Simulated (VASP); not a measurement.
A run of VASP 6.6.1:

The input INCAR:

```
ALGO = Normal ; EDIFF = 1E-8
ENCUT = 520 ; GGA = PE
GGA_COMPAT = F ; ISIF = 2
ISMEAR = -4 ; LASPH = T
LCHARG = F ; LEFG = T
LREAL = F ; LWAVE = F
NBANDS = 15 ; NELM = 120
PREC = Accurate ; SIGMA = 0.1
```

KPOINTS

```
k-points
0
Gamma
  5 5 5
```

POSCAR

```
KF
1.0
    0.0000000000      2.6544134050      2.6544134050
    2.6544134050      0.0000000000      2.6544134050
    2.6544134050      2.6544134050      0.0000000000
K F
1 1
Direct
   -0.0024161676     -0.0079243783     -0.0003847510
    0.5067841706      0.4980939767      0.4941713447
```

Potentials or basis: VASP PAW PBE potentials, release 64 (K_sv, F).

Command:

```bash
$ cat potpaw_PBE.64/K_sv/POTCAR potpaw_PBE.64/F/POTCAR > POTCAR
$ mpirun -np 1 vasp_std > vasp.out
```

Hardware: 1 thread of AMD EPYC 7R13 Processor (Zen 3) (shared host).

Problem. Estimate the wall time of this run.

Solution. Wall time 39 s on 1 thread of AMD EPYC 7R13 Processor (Zen 3) (shared host), peak memory 0.15 GiB. Counts: scf iterations 14, k points 63.
